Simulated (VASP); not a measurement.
Here is a VASP 6.6.1 calculation.

File INCAR:

```
ALGO = Fast
EDIFF = 1E-7
ENCUT = 520
ISIF = 2
ISMEAR = -1
LASPH = T
LCHARG = F
LREAL = F
LWAVE = F
NBANDS = 10
NELM = 100
PREC = Accurate
SIGMA = 0.05
```

File KPOINTS:

```
k-points
0
Gamma
  11 11 6
```

The input POSCAR:

```
Al
1.0
    2.7550421937      0.0000000000      0.0000000000
   -1.3775210968      2.3859365282      0.0000000000
    0.0000000000      0.0000000000      4.7674986532
Al
2
Direct
    0.3333333333      0.6666666667      0.2500000000
    0.6666666667      0.3333333333      0.7500000000
```

Potentials or basis: VASP PAW LDA potentials, release 64 (Al).

Launch:

```console
$ cat potpaw_LDA.64/Al/POTCAR > POTCAR
$ mpirun -np 1 vasp_std > vasp.out
```

Task: Predict the pressure.

Result: 1.9 GPa.

Task: What does it give for the band gap on the k mesh?

Result: Zero (band 3 reaches 11.89 eV, above the bottom of band 4 at 5.34 eV).

Stress tensor (GPa, compression positive):
```
 3.83  0.00  0.00
 0.00  3.83  0.00
 0.00  0.00 -1.90
```
